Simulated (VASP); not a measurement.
Wanted: the native input for a VASP 6.6.1 run.

| Item | Value |
| --- | --- |
| Task | single point |
| Functional | PBE |
| Potentials or basis | VASP PAW PBE potentials, release 64 (C) |
| Cutoff | 520 eV |
| k mesh | 10 × 10 × 10 |
| Occupations | gaussian, width 0.01 eV |
| Spin | no spin polarisation |
| Dipole correction | no |
| Further INCAR settings | ALGO = Normal; EDIFF = 1e-06; NBANDS = 11 |

The structure of C lies in POSCAR:

```
C
1.0
    0.0000000000      1.8207944556      1.8207944556
    1.8207944556      0.0000000000      1.8207944556
    1.8207944556      1.8207944556      0.0000000000
C
2
Direct
    0.0000000000      0.0000000000      0.0000000000
    0.2500000000      0.2500000000      0.2500000000
```

This cell differs from its parent crystal: volume changed by +6%.

The input as run:

INCAR

```
ALGO = Normal
EDIFF = 1E-6
ENCUT = 520
GGA = PE
ISIF = 2
ISMEAR = 0
LASPH = T
LCHARG = F
LREAL = F
LWAVE = F
NBANDS = 11
NELM = 80
PREC = Accurate
SIGMA = 0.01
```

KPOINTS

```
k-points
0
Gamma
  10 10 10
```

Potentials or basis: VASP PAW PBE potentials, release 64 (C).

The run is started by

```console
$ cat potpaw_PBE.64/C/POTCAR > POTCAR
$ mpirun -np 1 vasp_std > vasp.out
```

It gave:

```yaml
Pressure: -22.2 GPa
Band_gap_on_the_k_mesh: 4.04 eV, indirect (least direct gap 5.42 eV)
```

Wall time 4.6 s on 1 thread of AMD EPYC 9R45 96-Core Processor (Zen 5), with other jobs on the host, peak memory 0.09 GiB.
